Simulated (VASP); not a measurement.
# RbCdN3O6 in VASP: single point with r2SCAN

Aim: the single point of RbCdN3O6 with r2SCAN.

All numbers are computed with VASP 6.6.1; they aren't measurements. Logs are shortened: lines on timing, memory, paths and dates and some standing lists are left out, and cuts for length are marked.

## (1) The cell of the first run

The cell holds a disordered packing, 11 atoms: a = 5.181 Å, b = 5.489 Å, c = 5.573 Å, α = 93.70°, β = 92.33°, γ = 92.33°.

## (2) Single point, r2SCAN

POSCAR reads:

```
RbCdN3O6
1.0
    5.0884330000     -0.7799260000     -0.5815820000
    0.5463770000      5.4364520000     -0.5212910000
    0.4242070000      0.1268270000      5.5555720000
Cd N O Rb
1 3 6 1
Direct
    0.8222160000      0.1158260000      0.3303990000
    0.1658110000      0.6348110000      0.4100970000
    0.2975780000      0.1348700000      0.4190600000
    0.0745920000      0.6781920000      0.7492880000
    0.2170440000      0.8004470000      0.0671220000
    0.7962670000      0.5844760000      0.3368050000
    0.5056840000      0.7837870000      0.3879340000
    0.0823280000      0.4369320000      0.1130330000
    0.3931990000      0.9099560000      0.6965290000
    0.1069570000      0.0973380000      0.9288510000
    0.5699550000      0.4255660000      0.8430680000
```

INCAR.step1 reads:

```
SYSTEM = RbCdN3O6
PREC     = Accurate       ! precision mode
ENCUT    = 520            ! plane-wave cutoff, eV
ISMEAR   = -1             ! smearing method
SIGMA    = 0.1            ! smearing width, eV
LREAL    = .FALSE.        ! projectors in reciprocal space
LASPH    = .TRUE.         ! aspherical terms in the spheres
NELM     = 80             ! most SCF steps
NBANDS   = 47             ! bands
GGA      = PE             ! functional
ALGO     = Normal         ! electronic algorithm
EDIFF    = 1E-4           ! SCF threshold, eV
LWAVE    = .TRUE.         ! write WAVECAR
LCHARG   = .FALSE.        ! write CHGCAR
```

INCAR.step2 reads:

```
SYSTEM = RbCdN3O6
PREC     = Accurate       ! precision mode
ENCUT    = 520            ! plane-wave cutoff, eV
EDIFF    = 1E-6           ! SCF threshold, eV
ISMEAR   = -1             ! smearing method
SIGMA    = 0.1            ! smearing width, eV
LREAL    = .FALSE.        ! projectors in reciprocal space
LASPH    = .TRUE.         ! aspherical terms in the spheres
NELM     = 80             ! most SCF steps
ALGO     = Normal         ! electronic algorithm
ISIF     = 2              ! what is computed and relaxed
LWAVE    = .FALSE.        ! write WAVECAR
LCHARG   = .FALSE.        ! write CHGCAR
METAGGA  = R2SCAN         ! meta-GGA
LMIXTAU  = .TRUE.       
NBANDS   = 47             ! bands
ISTART   = 1
```

KPOINTS reads:

```
Automatic mesh
0
Gamma
  4 4 3
  0.5 0 0
```

Potentials or basis: VASP PAW PBE potentials, release 64 (Cd, N, O, Rb_sv).

The run is started by

```sh
$ cat potpaw_PBE.64/Cd/POTCAR potpaw_PBE.64/N/POTCAR potpaw_PBE.64/O/POTCAR potpaw_PBE.64/Rb_sv/POTCAR > POTCAR
$ cp INCAR.step1 INCAR
$ mpirun -np 1 vasp_std > vasp.out
$ cp INCAR.step2 INCAR
$ mpirun -np 1 vasp_std > vasp.out
```

OUTCAR:

```text
SYSTEM = RbCdN3O6
   PREC = Accurate
   ENCUT = 520
   EDIFF = 1E-6
   ISMEAR = -1
   LREAL = .FALSE.
   LASPH = .TRUE.
   NELM = 80
   ISIF = 2
   METAGGA = R2SCAN
   ISTART = 1

 ion  position               nearest neighbor table
   1  0.822  0.116  0.330-   7 2.45   3 2.49   8 2.57   6 2.58  10 2.73  11 3.53  11 3.55  11 4.63

   2  0.166  0.635  0.410-  11 3.42
   3  0.298  0.135  0.419-   1 2.49  11 3.03
   4  0.075  0.678  0.749-  11 2.99  11 3.01
   5  0.217  0.800  0.067-  10 1.94  11 3.05
   6  0.796  0.584  0.337-   7 1.92   1 2.58  11 3.01  11 3.26
   7  0.506  0.784  0.388-   6 1.92   9 1.93   1 2.45  11 3.32  11 3.54
   8  0.082  0.437  0.113-   1 2.57  11 2.99  11 2.99
   9  0.393  0.910  0.697-   7 1.93  11 2.99  11 3.00
  10  0.107  0.097  0.929-   5 1.94   1 2.73  11 3.01  11 3.41
  11  0.570  0.426  0.843-   4 2.99   9 2.99   8 2.99   8 2.99   9 3.00   6 3.01   4 3.01  10 3.01
                             3 3.03   5 3.05   6 3.26   7 3.32  10 3.41   2 3.42   1 3.53   7 3.54

  LATTYP: Found a triclinic cell.
 ALAT       =     7.3926075899
 B/A-ratio  =     0.7007818775
 C/A-ratio  =     1.0917182707
 COS(alpha) =     0.0003523826
 COS(beta)  =     0.5382692895
 COS(gamma) =     0.6705806002

  Lattice vectors:

 A1 = (   5.6348100000,   4.6565260000,  -1.1028730000)
 A2 = (   5.0884330000,  -0.7799260000,  -0.5815820000)
 A3 = (   0.1221700000,   5.3096250000,  -6.0768630000)

Analysis of symmetry for initial positions (statically):
=====================================================================
 Subroutine PRICEL returns:
 Original cell was already a primitive cell.

 Routine SETGRP: Setting up the symmetry group for a
 triclinic supercell.

 Subroutine GETGRP returns: Found  1 space group operations
 (whereof  1 operations were pure point group operations)
 out of a pool of  2 trial point group operations.

The static configuration has the point symmetry C_1 .

Analysis of symmetry for dynamics (positions and initial velocities):
=====================================================================
 Subroutine PRICEL returns:
 Original cell was already a primitive cell.

 Routine SETGRP: Setting up the symmetry group for a
 triclinic supercell.

 Subroutine GETGRP returns: Found  1 space group operations
 (whereof  1 operations were pure point group operations)
 out of a pool of  2 trial point group operations.

The dynamic configuration has the point symmetry C_1 .

 Subroutine INISYM returns: Found  1 space group operations
 (whereof  1 operations are pure point group operations),
 and found     1 'primitive' translations

----------------------------------------------------------------------------------------

                                     Primitive cell

  volume of cell :     157.8611

  direct lattice vectors                    reciprocal lattice vectors
     5.088433000 -0.779926000 -0.581582000     0.191742653 -0.020629346 -0.014169957
     0.546377000  5.436452000 -0.521291000     0.026980514  0.180638925 -0.006183921
     0.424207000  0.126827000  5.555572000     0.022604113  0.014790158  0.177935843

  length of vectors
     5.180605426  5.488650333  5.573187321     0.193369084  0.182747395  0.179974606

  position of ions in fractional coordinates (direct lattice)
     0.822216000  0.115826000  0.330399000
     0.165811000  0.634811000  0.410097000
     0.297578000  0.134870000  0.419060000
     0.074592000  0.678192000  0.749288000
     0.217044000  0.800447000  0.067122000
     0.796267000  0.584476000  0.336805000
     0.505684000  0.783787000  0.387934000
     0.082328000  0.436932000  0.113033000
     0.393199000  0.909956000  0.696529000
     0.106957000  0.097338000  0.928851000
     0.569955000  0.425566000  0.843068000

  ion indices of the primitive-cell ions
   primitive index   ion index
                 1           1
                 2           2
                 3           3
                 4           4
                 5           5
                 6           6
                 7           7
                 8           8
                 9           9
                10          10
                11          11

----------------------------------------------------------------------------------------

 KPOINTS: Automatic mesh

Automatic generation of k-mesh.
 Grid dimensions read from file:
 generate k-points for:    4    4    3

 Generating k-lattice:

  Cartesian coordinates                     Fractional coordinates (reciprocal lattice)
     0.047935663 -0.005157336 -0.003542489     0.250000000 -0.000000000  0.000000000
     0.006745128  0.045159731 -0.001545980    -0.000000000  0.250000000  0.000000000
     0.007534704  0.004930053  0.059311948    -0.000000000  0.000000000  0.333333333

  Length of vectors
     0.048342271  0.045686849  0.059991535

  Shift w.r.t. Gamma in fractional coordinates (k-lattice)
     0.500000000  0.000000000  0.000000000

 Subroutine IBZKPT returns following result:
 ===========================================

 Found     24 irreducible k-points:

 Following reciprocal coordinates:
            Coordinates               Weight
  0.125000 -0.000000  0.000000      2.000000
  0.375000 -0.000000 -0.000000      2.000000
  0.125000  0.250000  0.000000      2.000000
  0.375000  0.250000  0.000000      2.000000
 -0.375000  0.250000  0.000000      2.000000
 -0.125000  0.250000  0.000000      2.000000
[... 16 lines left out ...]
 -0.375000 -0.250000  0.333333      2.000000
 -0.125000 -0.250000  0.333333      2.000000
   k-points           NKPTS =     24   k-points in BZ     NKDIM =     24   number of bands    NBANDS=     47
   number of dos      NEDOS =    301   number of ions     NIONS =     11
   total plane-waves  NPLWV =  70560
   dimension x,y,z NGX =    40 NGY =   42 NGZ =   42
   dimension x,y,z NGXF=    80 NGYF=   84 NGZF=   84
   ions per type =               1   3   6   1
   NGX,Y,Z   is equivalent  to a cutoff of  12.84, 12.72, 12.53 a.u.
   NGXF,Y,Z  is equivalent  to a cutoff of  25.67, 25.44, 25.06 a.u.
 SYSTEM =  RbCdN3O6
   PREC   = accura    normal or accurate (medium, high low for compatibility)
   ISTART =      1    job   : 0-new  1-cont  2-samecut
   ICHARG =      0    charge: 1-file 2-atom 10-const
   ISPIN  =      1    spin polarized calculation?
   LNONCOLLINEAR =      F non collinear calculations
   LSORBIT =      F    spin-orbit coupling
   LASPH  =      T    aspherical Exc in radial PAW
   ENCUT  =  520.0 eV  38.22 Ry    6.18 a.u.   9.63 10.21 10.36*2*pi/ulx,y,z
   NELM   =     80;   NELMIN=  2; NELMDL=  0     # of ELM steps
   EDIFF  = 0.1E-05   stopping-criterion for ELM
   LREAL  =      F    real-space projection
   EDIFFG = 0.1E-04   stopping-criterion for IOM
   NSW    =      0    number of steps for IOM
   IBRION =     -1    ionic relax: 0-MD 1-quasi-New 2-CG
   NFREE  =      0    steps in history (QN), initial steepest desc. (CG)
   ISIF   =      2    stress and relaxation
   ISYM   =      2    0-nonsym 1-usesym 2-fastsym
   POTIM  = 0.5000    time-step for ionic-motion
   TEBEG  =    0.0;   TEEND  =   0.0 temperature during run
   PSTRESS=    0.0 pullay stress
   NELECT =      72.0000    total number of electrons
   NUPDOWN=      -1.0000    fix difference up-down
   EMIN   =  10.00;   EMAX   =-10.00  energy-range for DOS
   EFERMI =   0.00;   METHOD = LEGACY
   ISMEAR =    -1;   SIGMA  =   0.10  broadening in eV -4-tet -1-fermi 0-gaus
   EFERMI_NEDOS =   21; number of points for ismear=-14 and -15
   IALGO  =     38    algorithm
   IMIX   =      4    mixing-type and parameters
     AMIX     =   0.40;   BMIX     =  1.00
     AMIX_MAG =   1.60;   BMIX_MAG =  1.00
  volume/ion in A,a.u.               =      14.35        96.85
  Fermi-wavevector in a.u.,A,eV,Ry     =   1.260165  2.381366 21.606251  1.588015
  Thomas-Fermi vector in A             =   2.393688
   LORBIT       =      0    0 simple, 1 ext, 2 COOP (PROOUT), +10 PAW based schemes
   METAGGA = R2SCAN    functional components
   LHFCALC =     F    Hartree Fock is set to
   AEXX    =    0.0000 exact exchange contribution
   IVDW    =     0    specifies the selected vdW correction
   LEPSILON=     F    determine dielectric tensor
   LRPA    =     F    only Hartree local field effects (RPA)
 non-spin polarized calculation
  energy-cutoff  :      520.00
  volume of cell :      157.86
 maximum number of plane-waves:      4266
   NGX = 19   NGY = 21   NGZ = 21

 number of electron      71.9999993 magnetization

 Free energy of the ion-electron system (eV)
  ---------------------------------------------------
  ext. energy  EPLUGINS =         0.00000000
  ---------------------------------------------------
  free energy    TOTEN  =       -77.74837400 eV

  energy without entropy =      -77.52116103  energy(sigma->0) =      -77.63476752

 E-fermi :   0.1361     XC(G=0): -10.1131

 val. band max:        0.1277469822   @ k =  -0.3750   0.0000   0.3333
 cond. band min:       0.1472871451   @ k =   0.1250   0.0000   0.3333
 fundamental gap:      0.0195401629
 Fermi energy:         0.1360545263

 k-point     1 :       0.1250   -0.0000    0.0000
  band No.  band energies     occupation
      1     -25.7413      2.00000
      2     -20.7088      2.00000
      3     -19.4068      2.00000
      4     -18.8082      2.00000
      5     -17.7685      2.00000
      6     -17.1626      2.00000
[... 39 lines left out ...]
     46       3.9792      0.00000
     47       6.0431      0.00000

 k-point     2 :       0.3750   -0.0000   -0.0000
  band No.  band energies     occupation
      1     -25.7376      2.00000
      2     -20.5523      2.00000
      3     -19.7204      2.00000
      4     -18.4939      2.00000
      5     -18.0439      2.00000
      6     -17.3370      2.00000
[... 39 lines left out ...]
     46       3.9951      0.00000
     47       6.0271      0.00000

 k-point     3 :       0.1250    0.2500    0.0000
  band No.  band energies     occupation
      1     -25.7398      2.00000
      2     -20.6787      2.00000
      3     -19.2560      2.00000
      4     -19.0130      2.00000
      5     -17.9644      2.00000
      6     -17.1825      2.00000
[... 1039 lines left out ...]
     46       3.7753      0.00000
     47       5.7089      0.00000

 k-point    24 :      -0.1250   -0.2500    0.3333
  band No.  band energies     occupation
      1     -25.7384      2.00000
      2     -20.5385      2.00000
      3     -19.6661      2.00000
      4     -18.6586      2.00000
      5     -18.1591      2.00000
      6     -17.0853      2.00000
[... 39 lines left out ...]
     46       3.7645      0.00000
     47       5.6754      0.00000

------------------------ aborting loop because EDIFF is reached ----------------------------------------

  FORCE on cell =-STRESS in cart. coord.  units (eV):
  Direction    XX          YY          ZZ          XY          YZ          ZX
  --------------------------------------------------------------------------------------
  -------------------------------------------------------------------------------------
  Total      -14.6508740    -12.0846442    -14.3067624      0.2783637      1.1159964      0.1403230
  in kB     -148.6958592   -122.6504681   -145.2033733      2.8251919     11.3265622      1.4241774
  external PRESSURE =    -138.8499002 kB  Pullay stress =       0.0000000 kB

 VOLUME and BASIS-vectors are now :
 -----------------------------------------------------------------------------
  energy-cutoff  :      520.00
  volume of cell :      157.86
      direct lattice vectors                 reciprocal lattice vectors
     5.088433000 -0.779926000 -0.581582000     0.191742653 -0.020629346 -0.014169957
     0.546377000  5.436452000 -0.521291000     0.026980514  0.180638925 -0.006183921
     0.424207000  0.126827000  5.555572000     0.022604113  0.014790158  0.177935843

 POSITION                                       TOTAL-FORCE (eV/Angst)
 -----------------------------------------------------------------------------------
      4.38723      0.03032      1.29699         0.761052     -0.200301     -0.198237
      1.36453      3.37381      1.85097        -2.223389     -0.491533      0.606342
      1.76566      0.55427      2.08475         0.286247     -1.013192      1.468179
      1.06796      3.72381      3.76581         2.642870      1.421498     -0.604483
      1.57023      4.19083     -0.17059        -2.139516      1.129116     -3.087285
      4.51397      2.59916      1.10337         0.032892      0.194580      0.243698
      3.16595      3.91582      1.45252         1.131898     -0.578277      1.667449
      0.70560      2.32549      0.35231         0.724530     -0.993877      1.189066
      2.79342      4.72860      3.16659        -1.378388      1.176397     -2.641626
      0.99145      0.56356      5.04735         0.318160     -0.911206      1.224505
      3.49033      1.97597      4.13041        -0.156357      0.266797      0.132394
 -----------------------------------------------------------------------------------
    total drift:                               -0.000513      0.001793      0.000730

  FREE ENERGIE OF THE ION-ELECTRON SYSTEM (eV)
  ---------------------------------------------------
  free  energy   TOTEN  =       -77.7483740003 eV

  energy  without entropy=      -77.5211610299  energy(sigma->0) =      -77.63476752
```

Wall time 20 min (1 thread of Intel Xeon 8259CL, shared host); peak memory 0.38 GiB.

Results:

| Property | Result |
| --- | --- |
| Free energy | -77.7484 eV |
| Pressure | -13.9 GPa |
| Largest force | 3.922 eV/Å |
| Band gap on the k mesh | zero (bands 36 and 37 overlap by 0.09 eV) |

Forces in eV/Å, atoms in the order of the input:
```
Cd   0.761 -0.200 -0.198
N   -2.223 -0.492  0.606
N    0.286 -1.013  1.468
N    2.643  1.421 -0.604
O   -2.140  1.129 -3.087
O    0.033  0.195  0.244
O    1.132 -0.578  1.667
O    0.725 -0.994  1.189
O   -1.378  1.176 -2.642
O    0.318 -0.911  1.225
Rb  -0.156  0.267  0.132
```

Caveat: the k points lie up to 0.38 Å⁻¹ apart; the PAW data sets were made with another functional, which shifts forces and pressure a little.
